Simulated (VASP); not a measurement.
# Te2Mo in VASP: further runs

Te2Mo is run at these levels: PBE+U, PBE0; tasks: single point.

Everything below comes from runs of VASP 6.6.1. Logs are shortened: lines on timing, memory, paths and dates and some standing lists are left out, and cuts for length are marked.

### Step 1. The cell of the first run

The cell holds a slab with vacuum, 6 atoms: a = 6.362 Å, b = 3.480 Å, c = 36.176 Å, α = 90.00°, β = 90.14°, γ = 90.00°.

### Step 2. Single point, PBE+U

Contents of INCAR:

```
SYSTEM = Te2Mo
  PREC = Accurate
  ENCUT = 520
  EDIFF = 1E-7
  ISMEAR = -1
  SIGMA = 0.05
  LREAL = .False.
  LASPH = .True.
  NELM = 150
  ALGO = Normal
  ISIF = 2
  LWAVE = .False.
  LCHARG = .False.
  LMAXMIX = 4
  LDAU = .True.
  LDAUTYPE = 2
  LDAUL = -1 2
  LDAUU = 0 5
  LDAUJ = 0 0
  LDAUPRINT = 1
  GGA = PE
  NBANDS = 35
```

Contents of KPOINTS:

```
Automatic mesh
0
Gamma
  3 6 1
  0 0 0
```

Contents of POSCAR:

```
Te2Mo
1.0
    6.3616090156      0.0000000000      0.0000000000
    0.0000000000      3.4804030600      0.0000000000
   -0.0857412231      0.0000000000     36.1758904685
Te Mo
4 2
Direct
    0.4292511000      0.7500000000      0.5407035800
    0.5707489000      0.2500000000      0.4592964200
    0.9208478700      0.2500000000      0.5565273200
    0.0791521300      0.7500000000      0.4434726800
    0.1813475600      0.2500000000      0.4974653700
    0.8186524400      0.7500000000      0.5025346300
```

Potentials or basis: VASP PAW PBE potentials, release 64 (Te, Mo_sv).

On the command line:

```
$ cat potpaw_PBE.64/Te/POTCAR potpaw_PBE.64/Mo_sv/POTCAR > POTCAR
$ mpirun -np 1 vasp_std > vasp.out
```

OUTCAR:

```text
SYSTEM = Te2Mo
   PREC = Accurate
   ENCUT = 520
   EDIFF = 1E-7
   ISMEAR = -1
   LREAL = .False.
   LASPH = .True.
   NELM = 150
   ISIF = 2
   GGA = PE

 ion  position               nearest neighbor table
   1  0.429  0.750  0.541-   5 2.82   5 2.82   6 2.84   2 3.54   2 3.54   3 3.62   3 3.62
   2  0.571  0.250  0.459-   6 2.82   6 2.82   5 2.84   1 3.54   1 3.54   4 3.62   4 3.62
   3  0.921  0.250  0.557-   6 2.69   6 2.69   5 2.71   1 3.62   1 3.62
   4  0.079  0.750  0.443-   5 2.69   5 2.69   6 2.71   2 3.62   2 3.62
   5  0.181  0.250  0.497-   4 2.69   4 2.69   3 2.71   1 2.82   1 2.82   2 2.84   6 2.90   6 2.90

   6  0.819  0.750  0.503-   3 2.69   3 2.69   4 2.71   2 2.82   2 2.82   1 2.84   5 2.90   5 2.90

  LATTYP: Found a simple monoclinic cell.
 ALAT       =     6.3616090156
 B/A-ratio  =     0.5470947761
 C/A-ratio  =     5.6866104138
 COS(beta)  =    -0.0023701139

  Lattice vectors:

 A1 = (   6.3616090156,   0.0000000000,   0.0000000000)
 A2 = (   0.0000000000,   3.4804030600,   0.0000000000)
 A3 = (  -0.0857412231,   0.0000000000,  36.1758904685)

Analysis of symmetry for initial positions (statically):
=====================================================================
 Subroutine PRICEL returns:
 Original cell was already a primitive cell.

 Routine SETGRP: Setting up the symmetry group for a
 simple monoclinic supercell.

 Subroutine GETGRP returns: Found  4 space group operations
 (whereof  2 operations were pure point group operations)
 out of a pool of  4 trial point group operations.

The static configuration has the point symmetry S_2 .
 The point group associated with its full space group is C_2h.

Analysis of symmetry for dynamics (positions and initial velocities):
=====================================================================
 Subroutine PRICEL returns:
 Original cell was already a primitive cell.

 Routine SETGRP: Setting up the symmetry group for a
 simple monoclinic supercell.

 Subroutine GETGRP returns: Found  4 space group operations
 (whereof  2 operations were pure point group operations)
 out of a pool of  4 trial point group operations.

The dynamic configuration has the point symmetry S_2 .
 The point group associated with its full space group is C_2h.

 Subroutine INISYM returns: Found  4 space group operations
 (whereof  2 operations are pure point group operations),
 and found     1 'primitive' translations

----------------------------------------------------------------------------------------

                                     Primitive cell

  volume of cell :     800.9691

  direct lattice vectors                    reciprocal lattice vectors
     6.361609016  0.000000000  0.000000000     0.157192936  0.000000000  0.000372566
     0.000000000  3.480403060  0.000000000     0.000000000  0.287323044  0.000000000
    -0.085741223  0.000000000 36.175890469     0.000000000  0.000000000  0.027642720

  length of vectors
     6.361609016  3.480403060 36.175992077     0.157193378  0.287323044  0.027642720

  position of ions in fractional coordinates (direct lattice)
     0.429251100  0.750000000  0.540703580
     0.570748900  0.250000000  0.459296420
     0.920847870  0.250000000  0.556527320
     0.079152130  0.750000000  0.443472680
     0.181347560  0.250000000  0.497465370
     0.818652440  0.750000000  0.502534630
[... 98 lines left out ...]
   LRPA    =     F    only Hartree local field effects (RPA)
 non-spin polarized calculation
  energy-cutoff  :      520.00
  volume of cell :      800.97
 maximum number of plane-waves:     21707
 NGX is ok and might be reduce to    48
   NGX = 23   NGY = 13   NGZ =135

atom =   5  type =  2  l = 2

 onsite density matrix

spin component  1

  0.4790 -0.0490 -0.0000 -0.0000 -0.0000
 -0.0490  0.4266 -0.0000 -0.0000  0.0000
 -0.0000 -0.0000  0.4505 -0.0031 -0.0710
 -0.0000 -0.0000 -0.0031  0.3362 -0.0387
 -0.0000  0.0000 -0.0710 -0.0387  0.2497

spin component  2

  0.4790 -0.0490 -0.0000 -0.0000 -0.0000
 -0.0490  0.4266 -0.0000 -0.0000  0.0000
 -0.0000 -0.0000  0.4505 -0.0031 -0.0710
 -0.0000 -0.0000 -0.0031  0.3362 -0.0387
 -0.0000  0.0000 -0.0710 -0.0387  0.2497

 occupancies and eigenvectors

  o =  0.2153  v =  0.0000  0.0000 -0.2792 -0.2995 -0.9123  0.0000  0.0000  0.0000  0.0000  0.0000      0.0000  0.0000  0.0000  0.0000  0.0000  0.0000  0.0000  0.0000  0.0000  0.0000
  o =  0.2153  v =  0.0000  0.0000  0.0000  0.0000  0.0000  0.0000  0.0000 -0.2792 -0.2995 -0.9123      0.0000  0.0000  0.0000  0.0000  0.0000  0.0000  0.0000  0.0000  0.0000  0.0000
  o =  0.3475  v =  0.0000 -0.0000 -0.1538  0.9518 -0.2654  0.0000  0.0000  0.0000  0.0000  0.0000      0.0000  0.0000  0.0000  0.0000  0.0000  0.0000  0.0000  0.0000  0.0000  0.0000
  o =  0.3475  v =  0.0000  0.0000  0.0000  0.0000  0.0000  0.0000 -0.0000 -0.1538  0.9518 -0.2654      0.0000  0.0000  0.0000  0.0000  0.0000  0.0000  0.0000  0.0000  0.0000  0.0000
  o =  0.3973  v =  0.0000  0.0000  0.0000  0.0000  0.0000  0.5138  0.8579  0.0000  0.0000  0.0000      0.0000  0.0000  0.0000  0.0000  0.0000  0.0000  0.0000  0.0000  0.0000  0.0000
  o =  0.3973  v =  0.5138  0.8579  0.0000  0.0000  0.0000  0.0000  0.0000  0.0000  0.0000  0.0000      0.0000  0.0000  0.0000  0.0000  0.0000  0.0000  0.0000  0.0000  0.0000  0.0000
  o =  0.4737  v =  0.0000  0.0000  0.0000  0.0000  0.0000  0.0000  0.0000 -0.9478 -0.0663  0.3118      0.0000  0.0000  0.0000  0.0000  0.0000  0.0000  0.0000  0.0000  0.0000  0.0000
  o =  0.4737  v =  0.0000  0.0000 -0.9478 -0.0663  0.3118  0.0000  0.0000  0.0000  0.0000  0.0000      0.0000  0.0000  0.0000  0.0000  0.0000  0.0000  0.0000  0.0000  0.0000  0.0000
  o =  0.5084  v = -0.8579  0.5138  0.0000  0.0000  0.0000  0.0000  0.0000  0.0000  0.0000  0.0000      0.0000  0.0000  0.0000  0.0000  0.0000  0.0000  0.0000  0.0000  0.0000  0.0000
  o =  0.5084  v =  0.0000  0.0000  0.0000  0.0000  0.0000 -0.8579  0.5138  0.0000  0.0000  0.0000      0.0000  0.0000  0.0000  0.0000  0.0000  0.0000  0.0000  0.0000  0.0000  0.0000

atom =   6  type =  2  l = 2

 onsite density matrix

spin component  1

  0.4790 -0.0490 -0.0000 -0.0000 -0.0000
 -0.0490  0.4266 -0.0000 -0.0000  0.0000
 -0.0000 -0.0000  0.4505 -0.0031 -0.0710
 -0.0000 -0.0000 -0.0031  0.3362 -0.0387
 -0.0000  0.0000 -0.0710 -0.0387  0.2497

spin component  2

  0.4790 -0.0490 -0.0000 -0.0000 -0.0000
 -0.0490  0.4266 -0.0000 -0.0000  0.0000
 -0.0000 -0.0000  0.4505 -0.0031 -0.0710
 -0.0000 -0.0000 -0.0031  0.3362 -0.0387
 -0.0000  0.0000 -0.0710 -0.0387  0.2497

 occupancies and eigenvectors

  o =  0.2153  v =  0.0000  0.0000 -0.2792 -0.2995 -0.9123  0.0000  0.0000  0.0000  0.0000  0.0000      0.0000  0.0000  0.0000  0.0000  0.0000  0.0000  0.0000  0.0000  0.0000  0.0000
  o =  0.2153  v =  0.0000  0.0000  0.0000  0.0000  0.0000  0.0000  0.0000 -0.2792 -0.2995 -0.9123      0.0000  0.0000  0.0000  0.0000  0.0000  0.0000  0.0000  0.0000  0.0000  0.0000
  o =  0.3475  v =  0.0000 -0.0000 -0.1538  0.9518 -0.2654  0.0000  0.0000  0.0000  0.0000  0.0000      0.0000  0.0000  0.0000  0.0000  0.0000  0.0000  0.0000  0.0000  0.0000  0.0000
  o =  0.3475  v =  0.0000  0.0000  0.0000  0.0000  0.0000  0.0000 -0.0000 -0.1538  0.9518 -0.2654      0.0000  0.0000  0.0000  0.0000  0.0000  0.0000  0.0000  0.0000  0.0000  0.0000
  o =  0.3973  v =  0.0000  0.0000  0.0000  0.0000  0.0000  0.5138  0.8579  0.0000  0.0000  0.0000      0.0000  0.0000  0.0000  0.0000  0.0000  0.0000  0.0000  0.0000  0.0000  0.0000
  o =  0.3973  v =  0.5138  0.8579  0.0000  0.0000  0.0000  0.0000  0.0000  0.0000  0.0000  0.0000      0.0000  0.0000  0.0000  0.0000  0.0000  0.0000  0.0000  0.0000  0.0000  0.0000
  o =  0.4737  v =  0.0000  0.0000  0.0000  0.0000  0.0000  0.0000  0.0000 -0.9478 -0.0663  0.3118      0.0000  0.0000  0.0000  0.0000  0.0000  0.0000  0.0000  0.0000  0.0000  0.0000
  o =  0.4737  v =  0.0000  0.0000 -0.9478 -0.0663  0.3118  0.0000  0.0000  0.0000  0.0000  0.0000      0.0000  0.0000  0.0000  0.0000  0.0000  0.0000  0.0000  0.0000  0.0000  0.0000
  o =  0.5084  v = -0.8579  0.5138  0.0000  0.0000  0.0000  0.0000  0.0000  0.0000  0.0000  0.0000      0.0000  0.0000  0.0000  0.0000  0.0000  0.0000  0.0000  0.0000  0.0000  0.0000
  o =  0.5084  v =  0.0000  0.0000  0.0000  0.0000  0.0000 -0.8579  0.5138  0.0000  0.0000  0.0000      0.0000  0.0000  0.0000  0.0000  0.0000  0.0000  0.0000  0.0000  0.0000  0.0000

 number of electron      51.9999996 magnetization

 Free energy of the ion-electron system (eV)
  ---------------------------------------------------
  ext. energy  EPLUGINS =         0.00000000
  ---------------------------------------------------
  free energy    TOTEN  =       -24.37600903 eV

  energy without entropy =      -24.36628129  energy(sigma->0) =      -24.37114516

 E-fermi :  -2.0902     XC(G=0):  -2.3042

 val. band max:       -2.1018184124   @ k =   0.0000   0.0000   0.0000
 cond. band min:      -2.0272591362   @ k =   0.0000   0.1667   0.0000
 fundamental gap:      0.0745592762
 Fermi energy:        -2.0901928954

 k-point     1 :       0.0000    0.0000    0.0000
  band No.  band energies     occupation
      1     -63.7230      2.00000
      2     -63.6660      2.00000
      3     -37.9883      2.00000
      4     -37.9317      2.00000
      5     -37.8563      2.00000
      6     -37.7706      2.00000
[... 293 lines left out ...]
     34       1.2988      0.00000
     35       2.5642      0.00000

------------------------ aborting loop because EDIFF is reached ----------------------------------------

  FORCE on cell =-STRESS in cart. coord.  units (eV):
  Direction    XX          YY          ZZ          XY          YZ          ZX
  --------------------------------------------------------------------------------------
  -------------------------------------------------------------------------------------
  Total        1.9146285      3.0726398      3.0539444      0.0000000      0.0000000     -0.0374049
  in kB        3.8298288      6.1461971      6.1088009      0.0000000      0.0000000     -0.0748209
  external PRESSURE =       5.3616089 kB  Pullay stress =       0.0000000 kB

 VOLUME and BASIS-vectors are now :
 -----------------------------------------------------------------------------
  energy-cutoff  :      520.00
  volume of cell :      800.97
      direct lattice vectors                 reciprocal lattice vectors
     6.361609016  0.000000000  0.000000000     0.157192936  0.000000000  0.000372566
     0.000000000  3.480403060  0.000000000     0.000000000  0.287323044  0.000000000
    -0.085741223  0.000000000 36.175890469     0.000000000  0.000000000  0.027642720

 POSITION                                       TOTAL-FORCE (eV/Angst)
 -----------------------------------------------------------------------------------
      2.68437      2.61030     19.56043        -0.018117      0.000000      0.318929
      3.59150      0.87010     16.61546         0.018117      0.000000     -0.318929
      5.81036      0.87010     20.13287         0.002151      0.000000      0.531902
      0.46551      2.61030     16.04302        -0.002151      0.000000     -0.531902
      1.11101      0.87010     17.99625        -0.036636      0.000000      0.222943
      5.16486      2.61030     18.17964         0.036636      0.000000     -0.222943
 -----------------------------------------------------------------------------------
    total drift:                                0.000000     -0.000000     -0.000000

  FREE ENERGIE OF THE ION-ELECTRON SYSTEM (eV)
  ---------------------------------------------------
  free  energy   TOTEN  =       -24.3760090337 eV

  energy  without entropy=      -24.3662812947  energy(sigma->0) =      -24.37114516
```

Run time: 9.9 min. Hardware: 1 thread of Intel Xeon 8259CL, shared host; peak memory 0.81 GiB.

What came out:

```yaml
Free_energy: -24.3760 eV
Largest_force: 0.532 eV/Å
Band_gap_on_the_k_mesh: 0.07 eV (least direct gap 0.49 eV)
```

Forces on the atoms (eV/Å):
```
Te  -0.018  0.000  0.319
Te   0.018  0.000 -0.319
Te   0.002  0.000  0.532
Te  -0.002  0.000 -0.532
Mo  -0.037  0.000  0.223
Mo   0.037  0.000 -0.223
```

Eigenvalues of the final occupation matrices:
```csv
site,spin,trace,eigenvalues
site 5 d,1,1.94,0.22 0.35 0.40 0.47 0.51
site 5 d,2,1.94,0.22 0.35 0.40 0.47 0.51
site 6 d,1,1.94,0.22 0.35 0.40 0.47 0.51
site 6 d,2,1.94,0.22 0.35 0.40 0.47 0.51
```

Caveat: there is no dipole correction, which matters where the two faces differ; spin-orbit coupling is left out, which moves the levels of the heavy elements; the U is typed as a test and isn't derived for this compound.

### Step 3. Single point, PBE0

POSCAR is that of step 2.

Contents of INCAR.step1:

```
PREC = Accurate ; ENCUT = 520
EDIFF = 1E-5 ; ISMEAR = -1
SIGMA = 0.05 ; LREAL = F
LASPH = T ; NELM = 100
ALGO = Normal ; ISIF = 2
LWAVE = T ; LCHARG = F
NBANDS = 35 ; GGA = PE
KPAR = 4
```

Contents of INCAR.step2:

```
PREC = Accurate ; ENCUT = 520
EDIFF = 1E-6 ; ISMEAR = -1
SIGMA = 0.05 ; LREAL = F
LASPH = T ; NELM = 100
ALGO = Normal ; ISIF = 2
LWAVE = F ; LCHARG = F
GGA = PE ; LHFCALC = T
AEXX = 0.25 ; PRECFOCK = Fast
NBANDS = 35 ; ISTART = 1
KPAR = 4
```

Contents of KPOINTS:

```
regular mesh
0
Gamma
  3 5 1
```

Potentials or basis: VASP PAW PBE potentials, release 64 (Te, Mo_sv).

On the command line:

```
$ cat potpaw_PBE.64/Te/POTCAR potpaw_PBE.64/Mo_sv/POTCAR > POTCAR
$ cp INCAR.step1 INCAR
$ mpirun -np 4 vasp_std > vasp.out
$ cp INCAR.step2 INCAR
$ mpirun -np 4 vasp_std > vasp.out
```

OUTCAR:

```text
PREC = Accurate
   ENCUT = 520
   EDIFF = 1E-6
   ISMEAR = -1
   LREAL = F
   LASPH = T
   NELM = 100
   ISIF = 2
   GGA = PE
   LHFCALC = T
   AEXX = 0.25
   PRECFOCK = Fast
   ISTART = 1

 ion  position               nearest neighbor table
   1  0.429  0.750  0.541-   5 2.82   5 2.82   6 2.84   2 3.54   2 3.54   3 3.62   3 3.62
   2  0.571  0.250  0.459-   6 2.82   6 2.82   5 2.84   1 3.54   1 3.54   4 3.62   4 3.62
[... 431 lines left out ...]
  -------------------------------------------------------------------------------------
  Total       -3.0304041     -3.4876985     -2.0905928      0.0000000      0.0000000      0.1917924
  in kB       -6.0617132     -6.9764384     -4.1818098      0.0000000      0.0000000      0.3836420
  external PRESSURE =      -5.7399872 kB  Pullay stress =       0.0000000 kB

 VOLUME and BASIS-vectors are now :
 -----------------------------------------------------------------------------
  energy-cutoff  :      520.00
  volume of cell :      800.97
      direct lattice vectors                 reciprocal lattice vectors
     6.361609016  0.000000000  0.000000000     0.157192936  0.000000000  0.000372566
     0.000000000  3.480403060  0.000000000     0.000000000  0.287323044  0.000000000
    -0.085741223  0.000000000 36.175890469     0.000000000  0.000000000  0.027642720

 POSITION                                       TOTAL-FORCE (eV/Angst)
 -----------------------------------------------------------------------------------
      2.68437      2.61030     19.56043         0.077849      0.000000     -0.182117
      3.59150      0.87010     16.61546        -0.077849      0.000000      0.182117
      5.81036      0.87010     20.13287        -0.020621      0.000000     -0.368216
      0.46551      2.61030     16.04302         0.020621     -0.000000      0.368216
      1.11101      0.87010     17.99625        -0.257092      0.000000     -0.023174
      5.16486      2.61030     18.17964         0.257092     -0.000000      0.023174
 -----------------------------------------------------------------------------------
    total drift:                               -0.000000      0.000000     -0.000000

  FREE ENERGIE OF THE ION-ELECTRON SYSTEM (eV)
  ---------------------------------------------------
  free  energy   TOTEN  =       -47.9578604086 eV

  energy  without entropy=      -47.9481646354  energy(sigma->0) =      -47.95301252
```

OUTCAR.step1:

```text
PREC = Accurate
   ENCUT = 520
   EDIFF = 1E-5
   ISMEAR = -1
   LREAL = F
   LASPH = T
[... 448 lines left out ...]
      5.81036      0.87010     20.13287        -0.044783      0.000000      0.286434
      0.46551      2.61030     16.04302         0.044783      0.000000     -0.286434
      1.11101      0.87010     17.99625        -0.005104      0.000000     -0.017932
      5.16486      2.61030     18.17964         0.005104      0.000000      0.017932
 -----------------------------------------------------------------------------------
    total drift:                                0.000000     -0.000000     -0.000000

  FREE ENERGIE OF THE ION-ELECTRON SYSTEM (eV)
  ---------------------------------------------------
  free  energy   TOTEN  =       -35.9790323704 eV

  energy  without entropy=      -35.9673343325  energy(sigma->0) =      -35.97318335
```

OSZICAR.step1:

```text
N       E                     dE             d eps       ncg     rms          rms(c)
DAV:   1     0.433768922449E+03    0.43377E+03   -0.21501E+04   532   0.105E+03
DAV:   2     0.961374911070E+01   -0.42416E+03   -0.41353E+03   594   0.232E+02
DAV:   3    -0.353903399795E+02   -0.45004E+02   -0.44399E+02   536   0.725E+01
[... 16 lines left out ...]
DAV:  20    -0.359789521778E+02   -0.93982E-04   -0.65657E-06   388   0.888E-03    0.803E-03
DAV:  21    -0.359789891806E+02   -0.37003E-04   -0.78474E-07   319   0.318E-03    0.628E-03
DAV:  22    -0.359790148471E+02   -0.25667E-04   -0.78309E-07   308   0.230E-03    0.330E-03
DAV:  23    -0.359790272958E+02   -0.12449E-04   -0.40894E-07   313   0.206E-03    0.131E-03
DAV:  24    -0.359790323704E+02   -0.50746E-05   -0.17416E-07   301   0.158E-03
   1 F= -.35979032E+02 E0= -.35973183E+02  d E =-.116980E-01
```

Run time: 35 min. Hardware: 4 MPI ranks of AMD EPYC 7R43 (Zen 3), shared host; peak memory 0.92 GiB.

Results:

```yaml
Free_energy: -47.9579 eV
Largest_force: 0.369 eV/Å
Band_gap_on_the_k_mesh: zero (bands 26 and 27 overlap by 0.22 eV)
```

Forces in eV/Å, atoms in the order of the input:
```
Te   0.078  0.000 -0.182
Te  -0.078  0.000  0.182
Te  -0.021  0.000 -0.368
Te   0.021  0.000  0.368
Mo  -0.257  0.000 -0.023
Mo   0.257  0.000  0.023
```

Levels at points of the mesh, in eV from the Fermi level:
| k point | band 24 | band 25 | band 26 | band 27 | band 28 | band 29 |
| --- | --- | --- | --- | --- | --- | --- |
| (0.00, 0.00, 0.00) | -1.47 | -1.12 | 0.22 | 1.11 | 1.21 | 2.15 |

Caveat: the k points lie up to 0.36 Å⁻¹ apart; there is no dipole correction, which matters where the two faces differ; the PAW data sets were made with another functional, which shifts forces and pressure a little; spin-orbit coupling is left out, which moves the levels of the heavy elements.

The gap in the log of VASP goes by the Fermi energy; the results here count the filled bands.